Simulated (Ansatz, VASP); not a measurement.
**One calculation of LiCaF3, two programs**

The input INCAR:

```
PREC = Accurate
ENCUT = 520
EDIFF = 1E-6
ISMEAR = 0
SIGMA = 0.05
LREAL = False
LASPH = True
NELM = 100
ALGO = Normal
ISIF = 2
LWAVE = False
LCHARG = False
GGA = PE
NBANDS = 25
```

File KPOINTS:

```
regular mesh
0
Gamma
  6 6 6
```

POSCAR

```
LiCaF3
1.0
    4.1843839500      0.0000000000      0.0000000000
    0.0000000000      3.3381040500      0.0000000000
    0.0000000000      0.0000000000      3.7612440000
Li Ca F
1 1 3
Direct
    0.5000000000      0.5000000000      0.5000000000
    0.0000000000      0.0000000000      0.0000000000
    0.0000000000      0.5000000000      0.5000000000
    0.5000000000      0.5000000000      0.0000000000
    0.5000000000      0.0000000000      0.5000000000
```

Input for Ansatz:

```yaml
crystal:
  lattice:
    - [4.18438395, 0.0, 0.0]
    - [0.0, 3.33810405, 0.0]
    - [0.0, 0.0, 3.761244]
  atoms:
    - { symbol: Li, position: [0.5, 0.5, 0.5] }
    - { symbol: Ca, position: [0.0, 0.0, 0.0] }
    - { symbol: F, position: [0.0, 0.5, 0.5] }
    - { symbol: F, position: [0.5, 0.5, 0.0] }
    - { symbol: F, position: [0.5, 0.0, 0.5] }
basis:
  ecutwfc: 420
kpoints:
  mp_grid: { grid: [6, 6, 6] }
hamiltonian:
  xc: pbe
scf:
  occupations: { method: gaussian, width: 0.05 }
output:
  forces: true
  stress: true
  eigenvalues: true
```

Change from the starting cell: strain +0.1125 x Voigt [1, -1, 0, 0, 0, 0], atoms carried along.

Alike in both runs: task single point; functional PBE; k mesh 6 × 6 × 6; occupations gaussian, width 0.05 eV; no spin polarisation.

|  | VASP | Ansatz |
| --- | --- | --- |
| version | VASP 6.6.1 | Ansatz 0.2.0 |
| potentials or method | VASP PAW PBE potentials, release 64 (Li_sv, Ca_sv, F), cutoff 520 eV | scalar-relativistic, plane waves, PAW |
| valence electrons in the cell | 34 | 34 |

|  | VASP | Ansatz | Ansatz less VASP |
| --- | --- | --- | --- |
| gap on the k mesh at the Fermi level (eV) | 4.58 | 4.59 | +0.011 |
| least direct gap on the mesh (eV) | 4.83 | 4.84 | +0.011 |

Noted on VASP's run: the cutoff is under 1.25 times that of the potentials, so the pressure is a little rough.
